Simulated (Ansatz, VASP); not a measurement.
**Two plane-wave programs on Al**

File POSCAR:

```
Al
1.0
    0.0000000000      2.0203000000      2.0203000000
    2.0203000000      0.0000000000      2.0203000000
    2.0203000000      2.0203000000      0.0000000000
Al
1
Direct
    0.0000000000      0.0000000000      0.0000000000
```

The input INCAR.step1:

```
SYSTEM = Al
PREC = Accurate ; ENCUT = 550
ISMEAR = -1 ; SIGMA = 0.05
LREAL = .FALSE. ; LASPH = .TRUE.
NELM = 120 ; NBANDS = 8
GGA = PE ; ALGO = Normal
EDIFF = 1E-5 ; LWAVE = .TRUE.
LCHARG = .FALSE. ; GGA_COMPAT = .FALSE.
```

Contents of INCAR.step2:

```
SYSTEM = Al
PREC = Accurate ; ENCUT = 550
EDIFF = 1E-6 ; ISMEAR = -1
SIGMA = 0.05 ; LREAL = .FALSE.
LASPH = .TRUE. ; NELM = 120
ALGO = Normal ; ISIF = 2
LWAVE = .FALSE. ; LCHARG = .FALSE.
METAGGA = R2SCAN ; LMIXTAU = .TRUE.
NBANDS = 8 ; ISTART = 1
GGA_COMPAT = .FALSE.
```

The input KPOINTS:

```
regular mesh
0
G
  10 10 10
  0 0 0
```

Input for Ansatz:

```yaml
crystal:
  lattice:
    - [0.0, 2.0203, 2.0203]
    - [2.0203, 0.0, 2.0203]
    - [2.0203, 2.0203, 0.0]
  atoms:
    - { symbol: Al, position: [0.0, 0.0, 0.0] }
hamiltonian:
  xc: r2scan
  pseudopotentials: { kind: paw }
basis:
  ecutwfc: 500
kpoints:
  mp_grid: { grid: [10, 10, 10] }
scf:
  occupations: { method: fermi_dirac, width: 0.05 }
  lower_state_search: "off"
output:
  forces: true
  stress: true
```

Alike in both runs: task single point; functional r2SCAN; k mesh 10 × 10 × 10; occupations fermi-dirac, width 0.05 eV; no spin polarisation.

```csv
,VASP,Ansatz
version,VASP 6.6.1,Ansatz 0.2.0
potentials or method,"VASP PAW PBE potentials, release 64 (Al), cutoff 550 eV","PAW, plane waves, scalar-relativistic"
valence electrons in the cell,3,3
```

Ansatz gave:

| Item | Value |
| --- | --- |
| pressure (GPa) | -3.5 |

Estimate VASP's values.

pressure (GPa): -3.8.

VASP's potentials were made for PBE, not for r2SCAN.
